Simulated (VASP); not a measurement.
Here is a VASP 6.6.1 calculation.

POSCAR

```
SiO2
1.0
    0.0000000000      2.2641691115      2.2641691115
    2.3522452899      0.0000000000      2.2641691115
    2.3522452899      2.2641691115      0.0000000000
Si O
1 2
Direct
    0.0000000000      0.0000000000      0.0000000000
    0.2500000000      0.2500000000      0.2500000000
    0.7500000000      0.7500000000      0.7500000000
```

File INCAR.step1:

```
PREC     = Accurate       # precision mode
ENCUT    = 520            # plane-wave cutoff, eV
ISMEAR   = 0              # smearing method
SIGMA    = 0.01           # smearing width, eV
LREAL    = False          # projectors in reciprocal space
LASPH    = True           # aspherical terms in the spheres
NELM     = 60             # most SCF steps
NBANDS   = 15             # bands
GGA      = PE             # functional
ALGO     = Normal         # electronic algorithm
EDIFF    = 1E-4           # SCF threshold, eV
LWAVE    = True           # write WAVECAR
LCHARG   = False          # write CHGCAR
```

Contents of INCAR.step2:

```
PREC     = Accurate       # precision mode
ENCUT    = 520            # plane-wave cutoff, eV
EDIFF    = 1E-6           # SCF threshold, eV
ISMEAR   = 0              # smearing method
SIGMA    = 0.01           # smearing width, eV
LREAL    = False          # projectors in reciprocal space
LASPH    = True           # aspherical terms in the spheres
NELM     = 60             # most SCF steps
ALGO     = Normal         # electronic algorithm
ISIF     = 2              # what is computed and relaxed
LWAVE    = False          # write WAVECAR
LCHARG   = False          # write CHGCAR
METAGGA  = R2SCAN         # meta-GGA
LMIXTAU  = True         
NBANDS   = 15             # bands
ISTART   = 1
```

File KPOINTS:

```
Automatic mesh
0
Gamma
  10 10 10
```

Potentials or basis: VASP PAW PBE potentials, release 64 (Si, O).

Command:

```bash
$ cat potpaw_PBE.64/Si/POTCAR potpaw_PBE.64/O/POTCAR > POTCAR
$ cp INCAR.step1 INCAR
$ mpirun -np 1 vasp_std > vasp.out
$ cp INCAR.step2 INCAR
$ mpirun -np 1 vasp_std > vasp.out
```

Question: Estimate the pressure.

Answer: -9.8 GPa.

Question: Predict the band gap on the k mesh.

Answer: 2.11 eV (least direct gap 2.19 eV).

Stress tensor (GPa, compression positive):
```
-36.25   0.00   0.00
  0.00   3.49   0.00
  0.00   0.00   3.49
```

Caveat: the cell differs from its parent crystal (uniaxial x strain +3.9%); the cell stands under tension; the PAW data sets were made with another functional, which shifts forces and pressure a little. A k mesh can miss the band edges.
